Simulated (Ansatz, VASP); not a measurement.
**One calculation of Y5N, two programs**

```
CELL_PARAMETERS angstrom
0.00000 3.96723 3.96723
3.96723 0.00000 3.96723
3.96723 3.96723 0.00000
ATOMIC_POSITIONS crystal
Y 0.12500 0.62500 0.62500
Y 0.62500 0.62500 0.62500
Y 0.62500 0.12500 0.62500
Y 0.62500 0.62500 0.12500
Y 0.25000 0.25000 0.25000
N 0.00000 0.00000 0.00000
```

Change from the starting cell: species swapped into the DyCu5 type (F-43m, No. 216).

Alike in both runs: task relaxation of cell and atoms; functional PBE; k mesh 4 × 4 × 4; occupations gaussian, width 0.1 eV; no spin polarisation.

```csv
,VASP,Ansatz
version,VASP 6.6.1,Ansatz 0.2.0
potentials or method,"VASP PAW PBE potentials, release 64 (Y_sv, N), cutoff 600 eV","scalar-relativistic, plane waves, PAW"
valence electrons in the cell,60,60
```

```csv
,VASP,Ansatz,Ansatz less VASP
"gap on the k mesh at the Fermi level, each at its own relaxed structure (eV)",none,none,-
relaxed volume (Å³/atom),30.74,30.77,+0.030
relaxed length of the cell vector where the two differ most in proportion (Å),6.390,6.392,+0.0021
```

A gap of «none» marks a metal or a gap that the smearing closes.

Noted on VASP's run: the volume moved by over 15 % at a fixed basis, so the end points are rough.
